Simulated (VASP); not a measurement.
The system is LiH.

```xyz
2
Lattice="0.0000 1.9407 1.9407 1.9407 0.0000 1.9407 1.9407 1.9407 0.0000" Properties=species:S:1:pos:R:3 pbc="T T T"
Li    0.0000    0.0000    0.0000
H     1.9407    1.9407    1.9407
```

This cell differs from its parent crystal: strain -3.1%.

Program: VASP 6.6.1. Alike in all runs: task single point; potentials or basis VASP PAW PBE potentials, release 64 (Li_sv, H); no spin polarisation; cell as given; cutoff (eV) 520.

Q: Order these runs on this cell by their band gap on the k mesh, lowest first.
A. level r2SCAN; k mesh 10 × 10 × 10; smearing gaussian 0.01 eV
B. level HSE06; k mesh 8 × 8 × 8; smearing gaussian 0.01 eV; grid for exact exchange (PRECFOCK) Normal; screening parameter 0.2079 1/Å
C. level PBE; k mesh 10 × 10 × 10; smearing fermi-dirac 0.02 eV

A: C (2.90 eV), A (3.52 eV), B (3.90 eV).

A k mesh can miss the band edges.
